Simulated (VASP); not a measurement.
# K (P6_3/mmc) in VASP: electric field gradients with PBE

Aim: the electric field gradients of K with PBE.

Everything below comes from runs of VASP 6.6.1. Logs are shortened: lines on timing, memory, paths and dates and some standing lists are left out, and cuts for length are marked.

### Step 1. The cell of the first run

It takes space group P6_3/mmc (No. 194, hexagonal). Conventional cell: a = 4.811 Å, b = 4.811 Å, c = 7.394 Å, α = 90.00°, β = 90.00°, γ = 120.00°.

### Step 2. Electric field gradients, PBE (z stretched by -4 % at fixed volume)

The input, INCAR:

```
PREC = Accurate ; ENCUT = 520
EDIFF = 1E-8 ; ISMEAR = -1
SIGMA = 0.03 ; LREAL = False
LASPH = True ; NELM = 100
ALGO = Normal ; ISIF = 2
LWAVE = False ; LCHARG = False
GGA = PE ; LEFG = True
NBANDS = 16
```

The input, KPOINTS:

```
Automatic mesh
0
Gamma
  12 12 6
```

The input, POSCAR:

```
K
1.0
    4.8112211123      0.0000000000      0.0000000000
   -2.4056105561      4.1666397064      0.0000000000
    0.0000000000      0.0000000000      7.3939809520
K
2
Direct
    0.3333333333      0.6666666667      0.2500000000
    0.6666666667      0.3333333333      0.7500000000
```

Potentials or basis: VASP PAW PBE potentials, release 64 (K_sv).

The run is started by

```console
> cat potpaw_PBE.64/K_sv/POTCAR > POTCAR
> mpirun -np 1 vasp_std > vasp.out
```

OUTCAR:

```text
PREC = Accurate
   ENCUT = 520
   EDIFF = 1E-8
   ISMEAR = -1
   LREAL = False
   LASPH = True
   NELM = 100
   ISIF = 2
   GGA = PE

 ion  position               nearest neighbor table
   1  0.333  0.667  0.250-
   2  0.667  0.333  0.750-

  LATTYP: Found a hexagonal cell.
 ALAT       =     4.8112211123
 C/A-ratio  =     1.5368200254

  Lattice vectors:

 A1 = (   4.8112211123,   0.0000000000,   0.0000000000)
 A2 = (  -2.4056105561,   4.1666397064,   0.0000000000)
 A3 = (   0.0000000000,   0.0000000000,   7.3939809520)

Analysis of symmetry for initial positions (statically):
=====================================================================
 Subroutine PRICEL returns:
 Original cell was already a primitive cell.

 Routine SETGRP: Setting up the symmetry group for a
 hexagonal supercell.

 Subroutine GETGRP returns: Found 24 space group operations
 (whereof 12 operations were pure point group operations)
 out of a pool of 24 trial point group operations.

The static configuration has the point symmetry D_3d.
 The point group associated with its full space group is D_6h.

Analysis of symmetry for dynamics (positions and initial velocities):
=====================================================================
 Subroutine PRICEL returns:
 Original cell was already a primitive cell.

 Routine SETGRP: Setting up the symmetry group for a
 hexagonal supercell.

 Subroutine GETGRP returns: Found 24 space group operations
 (whereof 12 operations were pure point group operations)
 out of a pool of 24 trial point group operations.

The dynamic configuration has the point symmetry D_3d.
 The point group associated with its full space group is D_6h.

 Subroutine INISYM returns: Found 24 space group operations
 (whereof 12 operations are pure point group operations),
 and found     1 'primitive' translations

----------------------------------------------------------------------------------------

                                     Primitive cell

  volume of cell :     148.2244

  direct lattice vectors                    reciprocal lattice vectors
     4.811221112  0.000000000  0.000000000     0.207847442  0.120000776  0.000000000
    -2.405610556  4.166639706  0.000000000     0.000000000  0.240001553  0.000000000
     0.000000000  0.000000000  7.393980952     0.000000000  0.000000000  0.135245141

  length of vectors
     4.811221112  4.811221112  7.393980952     0.240001553  0.240001553  0.135245141

  position of ions in fractional coordinates (direct lattice)
     0.333333333  0.666666667  0.250000000
     0.666666667  0.333333333  0.750000000

  ion indices of the primitive-cell ions
   primitive index   ion index
                 1           1
                 2           2

----------------------------------------------------------------------------------------

 KPOINTS: Automatic mesh

Automatic generation of k-mesh.
 Grid dimensions read from file:
 generate k-points for:   12   12    6

 Generating k-lattice:

  Cartesian coordinates                     Fractional coordinates (reciprocal lattice)
     0.017320620  0.010000065  0.000000000     0.083333333  0.000000000  0.000000000
     0.000000000  0.020000129  0.000000000     0.000000000  0.083333333  0.000000000
     0.000000000  0.000000000  0.022540857     0.000000000  0.000000000  0.166666667

  Length of vectors
     0.020000129  0.020000129  0.022540857

  Shift w.r.t. Gamma in fractional coordinates (k-lattice)
     0.000000000  0.000000000  0.000000000

 Subroutine IBZKPT returns following result:
 ===========================================

 Found     76 irreducible k-points:

 Following reciprocal coordinates:
            Coordinates               Weight
  0.000000  0.000000  0.000000      1.000000
  0.083333 -0.000000  0.000000      6.000000
  0.166667 -0.000000  0.000000      6.000000
  0.250000 -0.000000  0.000000      6.000000
  0.333333 -0.000000  0.000000      6.000000
  0.416667  0.000000  0.000000      6.000000
[... 16 lines left out ...]
  0.250000 -0.000000  0.166667     12.000000
  0.333333 -0.000000  0.166667     12.000000
 [... further k-points ...]
   k-points           NKPTS =     76   k-points in BZ     NKDIM =     76   number of bands    NBANDS=     16
   number of dos      NEDOS =    301   number of ions     NIONS =      2
   total plane-waves  NPLWV =  72576
   dimension x,y,z NGX =    36 NGY =   36 NGZ =   56
   dimension x,y,z NGXF=    72 NGYF=   72 NGZF=  112
   ions per type =               2
   NGX,Y,Z   is equivalent  to a cutoff of  12.44, 12.44, 12.59 a.u.
   NGXF,Y,Z  is equivalent  to a cutoff of  24.88, 24.88, 25.18 a.u.
 SYSTEM =  unknown system
   PREC   = accura    normal or accurate (medium, high low for compatibility)
   ISTART =      0    job   : 0-new  1-cont  2-samecut
   ICHARG =      2    charge: 1-file 2-atom 10-const
   ISPIN  =      1    spin polarized calculation?
   LNONCOLLINEAR =      F non collinear calculations
   LSORBIT =      F    spin-orbit coupling
   LASPH  =      T    aspherical Exc in radial PAW
   ENCUT  =  520.0 eV  38.22 Ry    6.18 a.u.   8.95  8.95 13.75*2*pi/ulx,y,z
   NELM   =    100;   NELMIN=  2; NELMDL= -5     # of ELM steps
   EDIFF  = 0.1E-07   stopping-criterion for ELM
   LREAL  =      F    real-space projection
   EDIFFG = 0.1E-06   stopping-criterion for IOM
   NSW    =      0    number of steps for IOM
   IBRION =     -1    ionic relax: 0-MD 1-quasi-New 2-CG
   NFREE  =      0    steps in history (QN), initial steepest desc. (CG)
   ISIF   =      2    stress and relaxation
   ISYM   =      2    0-nonsym 1-usesym 2-fastsym
   POTIM  = 0.5000    time-step for ionic-motion
   TEBEG  =    0.0;   TEEND  =   0.0 temperature during run
   PSTRESS=    0.0 pullay stress
   NELECT =      18.0000    total number of electrons
   NUPDOWN=      -1.0000    fix difference up-down
   EMIN   =  10.00;   EMAX   =-10.00  energy-range for DOS
   EFERMI =   0.00;   METHOD = LEGACY
   ISMEAR =    -1;   SIGMA  =   0.03  broadening in eV -4-tet -1-fermi 0-gaus
   EFERMI_NEDOS =   21; number of points for ismear=-14 and -15
   IALGO  =     38    algorithm
   IMIX   =      4    mixing-type and parameters
     AMIX     =   0.40;   BMIX     =  1.00
     AMIX_MAG =   1.60;   BMIX_MAG =  1.00
  volume/ion in A,a.u.               =      74.11       500.13
  Fermi-wavevector in a.u.,A,eV,Ry     =   0.810698  1.531997  8.942175  0.657231
  Thomas-Fermi vector in A             =   1.919921
   LORBIT       =      0    0 simple, 1 ext, 2 COOP (PROOUT), +10 PAW based schemes
   GGA     = PE    functional components
[... 5 lines left out ...]
 non-spin polarized calculation
  energy-cutoff  :      520.00
  volume of cell :      148.22
 maximum number of plane-waves:      4026
 NGX is ok and might be reduce to    36
   NGX = 17   NGY = 17   NGZ = 27

 number of electron      18.0000001 magnetization

 Free energy of the ion-electron system (eV)
  ---------------------------------------------------
  ext. energy  EPLUGINS =         0.00000000
  ---------------------------------------------------
  free energy    TOTEN  =        -2.09381367 eV

  energy without entropy =       -2.08993995  energy(sigma->0) =       -2.09187681

 E-fermi :  -0.1485     XC(G=0):  -5.6315

 val. band max:       -0.1777437620   @ k =   0.2500   0.0833   0.3333
 cond. band min:      -0.1041207948   @ k =   0.5000  -0.0000   0.0000
 fundamental gap:      0.0736229672
 Fermi energy:        -0.1484676434

 k-point     1 :       0.0000    0.0000    0.0000
  band No.  band energies     occupation
      1     -32.2697      2.00000
      2     -32.2650      2.00000
      3     -15.7944      2.00000
      4     -15.7335      2.00000
      5     -15.7335      2.00000
      6     -15.7209      2.00000
[... 8 lines left out ...]
     15       4.2763      0.00000
     16       4.2763      0.00000

 k-point     2 :       0.0833   -0.0000    0.0000
  band No.  band energies     occupation
      1     -32.2695      2.00000
      2     -32.2649      2.00000
      3     -15.7929      2.00000
      4     -15.7361      2.00000
      5     -15.7345      2.00000
      6     -15.7237      2.00000
[... 8 lines left out ...]
     15       4.3477      0.00000
     16       4.4302      0.00000

 k-point     3 :       0.1667   -0.0000    0.0000
  band No.  band energies     occupation
      1     -32.2690      2.00000
      2     -32.2648      2.00000
      3     -15.7886      2.00000
      4     -15.7432      2.00000
      5     -15.7370      2.00000
      6     -15.7312      2.00000
[... 8 lines left out ...]
     15       4.0288      0.00000
     16       4.3031      0.00000

 k-point     4 :       0.2500   -0.0000    0.0000
  band No.  band energies     occupation
      1     -32.2682      2.00000
      2     -32.2647      2.00000
      3     -15.7821      2.00000
      4     -15.7531      2.00000
      5     -15.7412      2.00000
      6     -15.7404      2.00000
[... 8 lines left out ...]
     15       4.0695      0.00000
     16       4.0742      0.00000

 k-point     5 :       0.3333   -0.0000    0.0000
  band No.  band energies     occupation
      1     -32.2674      2.00000
      2     -32.2647      2.00000
      3     -15.7745      2.00000
      4     -15.7631      2.00000
      5     -15.7510      2.00000
      6     -15.7436      2.00000
[... 8 lines left out ...]
     15       3.8821      0.00000
     16       4.2513      0.00000

 k-point     6 :       0.4167    0.0000    0.0000
  band No.  band energies     occupation
      1     -32.2667      2.00000
      2     -32.2647      2.00000
      3     -15.7706      2.00000
      4     -15.7673      2.00000
      5     -15.7580      2.00000
      6     -15.7460      2.00000
[... 8 lines left out ...]
     15       3.7632      0.00000
     16       4.4137      0.00000
[... 267 lines left out ...]
 k-point    21 :       0.0833   -0.0000    0.1667
  band No.  band energies     occupation
      1     -32.2692      2.00000
      2     -32.2652      2.00000
      3     -15.7883      2.00000
      4     -15.7351      2.00000
      5     -15.7336      2.00000
      6     -15.7278      2.00000
[... 8 lines left out ...]
     15       4.1037      0.00000
     16       4.2057      0.00000

 k-point    22 :       0.1667   -0.0000    0.1667
  band No.  band energies     occupation
      1     -32.2687      2.00000
      2     -32.2651      2.00000
      3     -15.7850      2.00000
      4     -15.7418      2.00000
      5     -15.7360      2.00000
      6     -15.7355      2.00000
[... 8 lines left out ...]
     15       3.9200      0.00000
     16       4.2052      0.00000

 k-point    23 :       0.2500   -0.0000    0.1667
  band No.  band energies     occupation
      1     -32.2680      2.00000
      2     -32.2649      2.00000
      3     -15.7806      2.00000
      4     -15.7507      2.00000
      5     -15.7453      2.00000
      6     -15.7392      2.00000
[... 8 lines left out ...]
     15       3.9872      0.00000
     16       4.1159      0.00000

 k-point    24 :       0.3333   -0.0000    0.1667
  band No.  band energies     occupation
      1     -32.2672      2.00000
      2     -32.2648      2.00000
      3     -15.7774      2.00000
      4     -15.7586      2.00000
      5     -15.7539      2.00000
      6     -15.7424      2.00000
[... 8 lines left out ...]
     15       3.8916      0.00000
     16       4.2172      0.00000

 [... further k-points ...]

------------------------ aborting loop because EDIFF is reached ----------------------------------------

  FORCE on cell =-STRESS in cart. coord.  units (eV):
  Direction    XX          YY          ZZ          XY          YZ          ZX
  --------------------------------------------------------------------------------------
  -------------------------------------------------------------------------------------
  Total       -0.0900259     -0.0900259      0.1541381     -0.0000000     -0.0000000      0.0000000
  in kB       -0.9731024     -0.9731024      1.6660993     -0.0000000     -0.0000000      0.0000000
  external PRESSURE =      -0.0933685 kB  Pullay stress =       0.0000000 kB

 VOLUME and BASIS-vectors are now :
 -----------------------------------------------------------------------------
  energy-cutoff  :      520.00
  volume of cell :      148.22
      direct lattice vectors                 reciprocal lattice vectors
     4.811221112  0.000000000  0.000000000     0.207847442  0.120000776  0.000000000
    -2.405610556  4.166639706  0.000000000     0.000000000  0.240001553  0.000000000
     0.000000000  0.000000000  7.393980952     0.000000000  0.000000000  0.135245141

 POSITION                                       TOTAL-FORCE (eV/Angst)
 -----------------------------------------------------------------------------------
     -0.00000      2.77776      1.84850        -0.000000      0.000000     -0.000000
      2.40561      1.38888      5.54549         0.000000      0.000000      0.000000
 -----------------------------------------------------------------------------------
    total drift:                               -0.000000      0.000000     -0.000000

  FREE ENERGIE OF THE ION-ELECTRON SYSTEM (eV)
  ---------------------------------------------------
  free  energy   TOTEN  =        -2.0938136657 eV

  energy  without entropy=       -2.0899399455  energy(sigma->0) =       -2.09187681

 Electric field gradients (V/A^2)
---------------------------------------------------------------------
 ion       V_xx      V_yy      V_zz      V_xy      V_xz      V_yz
---------------------------------------------------------------------
   1      -0.402    -0.402     0.804    -0.001     0.000    -0.000
   2      -0.402    -0.402     0.804    -0.001    -0.000     0.000
---------------------------------------------------------------------

 Electric field gradients after diagonalization (V/A^2)
 (convention: |V_zz| > |V_xx| > |V_yy|)
----------------------------------------------------------------------
 ion       V_xx      V_yy      V_zz     asymmetry (V_yy - V_xx)/ V_zz
----------------------------------------------------------------------
   1      -0.403    -0.401     0.804       0.002
   2      -0.403    -0.401     0.804       0.002
----------------------------------------------------------------------

           NMR quadrupolar parameters

 Cq : quadrupolar parameter    Cq=e*Q*V_zz/h
 eta: asymmetry parameters     (V_yy - V_xx)/ V_zz
 Q  : nuclear electric quadrupole moment in mb (millibarn)
----------------------------------------------------------------------
 ion       Cq(MHz)       eta       Q (mb)
----------------------------------------------------------------------
   1       0.002       0.002       1.000
   2       0.002       0.002       1.000
----------------------------------------------------------------------
```

Wall time 4.4 min (1 thread of Oxide Virtual Turin-like, shared host); peak memory 0.29 GiB.

What came out:

```yaml
Free_energy: -2.0938 eV
Pressure: 0.0 GPa
Band_gap_on_the_k_mesh: zero (band 9 reaches 1.03 eV, above the bottom of band 10 at -1.51 eV)
```

Levels at points of the mesh, in eV from the Fermi level:
```tsv
k point	band 5	band 6	band 7	band 8	band 9	band 10	band 11	band 12	band 13	band 14
(0.00, 0.00, 0.00)	-15.59	-15.57	-15.57	-15.57	-2.13	0.51	0.76	3.96	3.96	4.40
(0.50, 0.00, 0.00)	-15.61	-15.60	-15.59	-15.58	0.04	0.19	1.73	1.96	2.41	2.90
(0.00, 0.00, 0.50)	-15.58	-15.58	-15.58	-15.58	-1.36	-1.36	3.02	3.02	3.99	3.99
(0.50, 0.00, 0.50)	-15.59	-15.59	-15.59	-15.59	0.61	0.61	0.83	0.83	3.16	3.16
```

Electric field gradients, principal values (V/Å²):
| atom | least | middle | greatest (by size) |
| --- | --- | --- | --- |
| 1 K | -0.401 | -0.403 | 0.804 |
| 2 K | -0.401 | -0.403 | 0.804 |

Caveat: without QUAD_EFG the Cq values of the log hold for a quadrupole moment of 1 mb, not for the nuclei.
